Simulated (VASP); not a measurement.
# Ta (I4/mmm) in VASP: a series of runs, part 2 of 2

VASP 6.6.1. The steps go on from the part before.

## Step 3: Single point, PBEsol (strain +0.025 along x and y, +0.000 along z)

INCAR

```
PREC = Accurate ; ENCUT = 520
EDIFF = 1E-6 ; ISMEAR = 0
SIGMA = 0.15 ; LREAL = False
LASPH = True ; NELM = 80
ALGO = Normal ; ISIF = 2
LWAVE = False ; LCHARG = False
GGA = PS ; NBANDS = 12
```

KPOINTS

```
regular mesh
0
Gamma
  20 20 20
```

POSCAR

```
Ta
1.0
   -1.6925620000      1.6925620000      1.6512800000
    1.6925620000     -1.6925620000      1.6512800000
    1.6925620000      1.6925620000     -1.6512800000
Ta
1
Direct
    0.0000000000      0.0000000000      0.0000000000
```

Potentials or basis: VASP PAW PBE potentials, release 64 (Ta_pv).

The run is started by

```bash
cat potpaw_PBE.64/Ta_pv/POTCAR > POTCAR
mpirun -np 1 vasp_std > vasp.out
```

OUTCAR:

```text
PREC = Accurate
   ENCUT = 520
   EDIFF = 1E-6
   ISMEAR = 0
   LREAL = False
   LASPH = True
   NELM = 80
   ISIF = 2
   GGA = PS

 ion  position               nearest neighbor table
   1  0.000  0.000  0.000-

  LATTYP: Found a body centered tetragonal cell.
 ALAT       =     3.3851240000
 C/A-ratio  =     0.9756097561

  Lattice vectors:

 A1 = (  -1.6925620000,   1.6925620000,   1.6512800000)
 A2 = (   1.6925620000,  -1.6925620000,   1.6512800000)
 A3 = (   1.6925620000,   1.6925620000,  -1.6512800000)

Analysis of symmetry for initial positions (statically):
=====================================================================
 Subroutine PRICEL returns:
 Original cell was already a primitive cell.

 Routine SETGRP: Setting up the symmetry group for a
 body centered tetragonal supercell.

 Subroutine GETGRP returns: Found 16 space group operations
 (whereof 16 operations were pure point group operations)
 out of a pool of 16 trial point group operations.

The static configuration has the point symmetry D_4h.

Analysis of symmetry for dynamics (positions and initial velocities):
=====================================================================
 Subroutine PRICEL returns:
 Original cell was already a primitive cell.

 Routine SETGRP: Setting up the symmetry group for a
 body centered tetragonal supercell.

 Subroutine GETGRP returns: Found 16 space group operations
 (whereof 16 operations were pure point group operations)
 out of a pool of 16 trial point group operations.

The dynamic configuration has the point symmetry D_4h.

 Subroutine INISYM returns: Found 16 space group operations
 (whereof 16 operations are pure point group operations),
 and found     1 'primitive' translations

----------------------------------------------------------------------------------------

[... 109 lines left out ...]
     AMIX     =   0.40;   BMIX     =  1.00
     AMIX_MAG =   1.60;   BMIX_MAG =  1.00
  volume/ion in A,a.u.               =      18.92       127.69
  Fermi-wavevector in a.u.,A,eV,Ry     =   1.366310  2.581951 25.399380  1.866802
  Thomas-Fermi vector in A             =   2.492461
   LORBIT       =      0    0 simple, 1 ext, 2 COOP (PROOUT), +10 PAW based schemes
   GGA     = PS    functional components
   LHFCALC =     F    Hartree Fock is set to
   AEXX    =    0.0000 exact exchange contribution
   IVDW    =     0    specifies the selected vdW correction
   LEPSILON=     F    determine dielectric tensor
   LRPA    =     F    only Hartree local field effects (RPA)
 non-spin polarized calculation
 Gauss-broadening in eV      SIGMA  =   0.15
  energy-cutoff  :      520.00
  volume of cell :       18.92
 maximum number of plane-waves:       527
 NGX is ok and might be reduce to    24
   NGX = 11   NGY = 11   NGZ = 11

 number of electron      10.9999999 magnetization

 Free energy of the ion-electron system (eV)
  ---------------------------------------------------
  ext. energy  EPLUGINS =         0.00000000
  ---------------------------------------------------
  free energy    TOTEN  =       -12.50619054 eV

  energy without entropy =      -12.49080030  energy(sigma->0) =      -12.49849542

 E-fermi :   4.9293     XC(G=0): -12.4781

 val. band max:        4.9281737538   @ k =   0.4000   0.3500   0.1000
 cond. band min:       4.9304145536   @ k =   0.5000   0.3500  -0.0000
 fundamental gap:      0.0022407998
 Fermi energy:         4.9293004127

 k-point     1 :       0.0000    0.0000    0.0000
  band No.  band energies     occupation
      1     -28.2955      2.00000
      2     -28.2955      2.00000
      3     -28.2891      2.00000
      4      -2.8048      2.00000
      5       5.4531      0.00000
      6       5.7515      0.00000
      7       5.7515      0.00000
      8       8.5329      0.00000
      9       8.9402      0.00000
     10      19.4151      0.00000
     11      19.6010      0.00000
     12      19.6010      0.00000
[... 331 lines left out ...]
 k-point    24 :      -0.3500    0.0500    0.0000
  band No.  band energies     occupation
      1     -29.0333      2.00000
      2     -28.5428      2.00000
      3     -28.3102      2.00000
      4       0.3535      2.00000
      5       3.9214      2.00000
      6       4.7946      1.79592
      7       8.5043      0.00000
      8       9.1695      0.00000
      9       9.6933      0.00000
     10      18.2475      0.00000
     11      19.2710      0.00000
     12      19.5380      0.00000

 [... further k-points ...]
[... 5 lines left out ...]
  --------------------------------------------------------------------------------------
  -------------------------------------------------------------------------------------
  Total       -1.5568246     -1.5568246     -1.2701650      0.0000000      0.0000000      0.0000000
  in kB     -131.8197175   -131.8197175   -107.5476297      0.0000000      0.0000000      0.0000000
  external PRESSURE =    -123.7290216 kB  Pullay stress =       0.0000000 kB

 VOLUME and BASIS-vectors are now :
 -----------------------------------------------------------------------------
  energy-cutoff  :      520.00
  volume of cell :       18.92
      direct lattice vectors                 reciprocal lattice vectors
    -1.692562000  1.692562000  1.651280000     0.000000000  0.295410153  0.302795407
     1.692562000 -1.692562000  1.651280000     0.295410153  0.000000000  0.302795407
     1.692562000  1.692562000 -1.651280000     0.295410153  0.295410153  0.000000000

 POSITION                                       TOTAL-FORCE (eV/Angst)
 -----------------------------------------------------------------------------------
      0.00000      0.00000      0.00000         0.000000      0.000000      0.000000
 -----------------------------------------------------------------------------------
    total drift:                                0.000000      0.000000     -0.000000

  FREE ENERGIE OF THE ION-ELECTRON SYSTEM (eV)
  ---------------------------------------------------
  free  energy   TOTEN  =       -12.5061905415 eV

  energy  without entropy=      -12.4908002993  energy(sigma->0) =      -12.49849542
```

stdout:

```text
POSCAR found type information on POSCAR Ta
 POSCAR found :  1 types and       1 ions
 scaLAPACK will be used
 -----------------------------------------------------------------------------
|                                                                             |
|                                                                             |
|     You enforced a specific xc type in the INCAR file but a different       |
|     I HOPE YOU KNOW WHAT YOU ARE DOING!                                     |
|                                                                             |
 -----------------------------------------------------------------------------

 LDA part: xc-table for (Slater+PW92), standard interpolation
 POSCAR, INCAR and KPOINTS ok, starting setup
 FFT: planning ... GRIDC
 FFT: planning ... GRID_SOFT
 FFT: planning ... GRID
 WAVECAR not read
 entering main loop
```

Run time: 1.9 min. Hardware: 1 thread of Intel Xeon 8259CL, shared host; peak memory 0.26 GiB.

Results:

```yaml
Free_energy: -12.5062 eV
Pressure: -12.4 GPa
Band_gap_on_the_k_mesh: zero (an odd number of electrons rules out a gap without spin polarisation)
```

Levels at points of the mesh, in eV from the Fermi level:
| k point | band 2 | band 3 | band 4 | band 5 | band 6 | band 7 | band 8 | band 9 | band 10 | band 11 |
| --- | --- | --- | --- | --- | --- | --- | --- | --- | --- | --- |
| (0.00, 0.00, 0.00) | -33.22 | -33.22 | -7.73 | 0.52 | 0.82 | 0.82 | 3.60 | 4.01 | 14.49 | 14.67 |
| (0.50, 0.00, 0.00) | -33.56 | -33.23 | -4.17 | -1.51 | 1.46 | 3.75 | 4.75 | 7.34 | 10.97 | 11.69 |
| (0.50, 0.50, 0.00) | -33.53 | -33.22 | -4.19 | -1.21 | 1.29 | 3.40 | 4.50 | 7.28 | 10.83 | 11.84 |
| (0.50, 0.50, 0.50) | -33.94 | -33.89 | -3.56 | -3.49 | 6.41 | 6.41 | 6.51 | 8.02 | 8.02 | 8.65 |

Caveat: the cell differs from its parent crystal (strain +0.025 along x and y, +0.000 along z); the cell stands under tension; the PAW data sets were made with another functional, which shifts forces and pressure a little; spin-orbit coupling is left out, which moves the levels of the heavy elements.
